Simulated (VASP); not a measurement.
Write the native input for VASP 6.6.1 that does the following.

| Item | Value |
| --- | --- |
| Task | single point |
| Functional | BLYP |
| Dispersion | D3(BJ) |
| Potentials or basis | VASP PAW PBE potentials, release 64 (Ta_pv, N) |
| Cutoff | 520 eV |
| k mesh | 7 × 7 × 7 |
| Occupations | tetrahedron |
| Spin | non-collinear spin, zero start, spin-orbit coupling |
| Starting moments | [[0.0, 0.0, 0.0], [0.0, 0.0, 0.0]] μB |
| Dipole correction | no |
| Further INCAR settings | ALGO = Normal; EDIFF = 1e-06; NBANDS = 28 |

The structure of TaN lies in POSCAR:

```
TaN
1.0
    0.0040580000      2.1932320000      2.2187950000
    2.1897300000     -0.0046990000      2.2275510000
    2.2037880000      2.2160470000     -0.0187580000
Ta N
1 1
Direct
    0.5000000000      0.5000000000      0.5000000000
    0.0000000000      0.0000000000      0.0000000000
```

This cell differs from its parent crystal: the cell strained at random.

These files were run (other wordings do the same):

INCAR

```
PREC = Accurate ; ENCUT = 520
EDIFF = 1E-6 ; ISMEAR = -5
SIGMA = 0.05 ; LREAL = F
LASPH = T ; NELM = 150
ALGO = Normal ; ISIF = 2
LWAVE = F ; LCHARG = F
MAGMOM = 0 0 0 0 0 0 ; LORBIT = 11
LSORBIT = T ; GGA_COMPAT = F
LORBMOM = T ; LMAXMIX = 4
GGA = B5 ; ALDAX = 1.0
AGGAX = 1.0 ; AGGAC = 1.0
ALDAC = 0.0 ; IVDW = 12
VDW_S6 = 1.0 ; VDW_S8 = 2.6996
VDW_A1 = 0.4298 ; VDW_A2 = 4.2359
NBANDS = 28
```

KPOINTS

```
Automatic mesh
0
Gamma
  7 7 7
```

Potentials or basis: VASP PAW PBE potentials, release 64 (Ta_pv, N).

Launch:

```sh
$ cat potpaw_PBE.64/Ta_pv/POTCAR potpaw_PBE.64/N/POTCAR > POTCAR
$ mpirun -np 1 vasp_ncl > vasp.out
```

It gave:

```
Pressure                                              : -3.8 GPa
Net moment                                            : 0.00 μB per cell
Valence electrons inside the program's atomic spheres : Ta 8.93; N 3.80
Dispersion energy per atom                            : -1.082 eV
```

Caveat: the cell differs from its parent crystal (the cell strained at random); the stress differs along the axes, from -9 to 1 GPa; the dispersion term is far too large for a dense solid, which distorts pressure and volume; the PAW data sets were made with another functional, which shifts forces and pressure a little.

Run time: 5.6 min on 1 thread of Intel Xeon 8259CL, with other jobs on the host, peak memory 0.32 GiB.
